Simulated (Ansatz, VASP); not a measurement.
In2CuO4: VASP beside Ansatz

```
In Cu O
1.0
     6.81071    0.00000    0.00000
    -3.40536    5.89825    0.00000
     0.00000    0.00000    3.51430
In Cu O
2 1 4
Direct
  0.33333 0.66667 0.00000
  0.66667 0.33333 0.00000
  0.00000 0.00000 0.00000
  0.00000 0.00000 0.50000
  0.50000 0.00000 0.00000
  0.00000 0.50000 0.00000
  0.50000 0.50000 0.00000
```

Alike in both runs: functional PBE; k mesh 6 × 6 × 10; occupations gaussian, width 0.1 eV; collinear spin.

Ansatz relaxed the structure, and its values are those at the end. VASP's run is a single point on that final structure, the one shown.

|  | VASP | Ansatz |
| --- | --- | --- |
| version | VASP 6.6.1 | Ansatz 0.2.0 |
| potentials or method | VASP PAW PBE potentials, release 64 (In_d, Cu, O), cutoff 520 eV | scalar-relativistic, plane waves, PAW |
| valence electrons in the cell | 61 | 69 |

Ansatz gave:

| Property | Result |
| --- | --- |
| gap on the k mesh at the Fermi level (eV) | none |
| pressure (GPa) | 0.0 |
| net moment per atom (μB) | 0.14 |
| size of the moment on the site where the two differ most (μB) | 0.45 |

What did VASP give for the same quantities?

gap on the k mesh at the Fermi level (eV): none; pressure (GPa): 0.1; net moment per atom (μB): 0.06; size of the moment on the site where the two differ most (μB): 0.19.

Site moments also hang on the region over which each program counts them. A gap of «none» marks a metal or a gap that the smearing closes. VASP's potentials hold 61 valence electrons a cell and Ansatz's 69, so a difference there can come from the potentials and not from the codes.
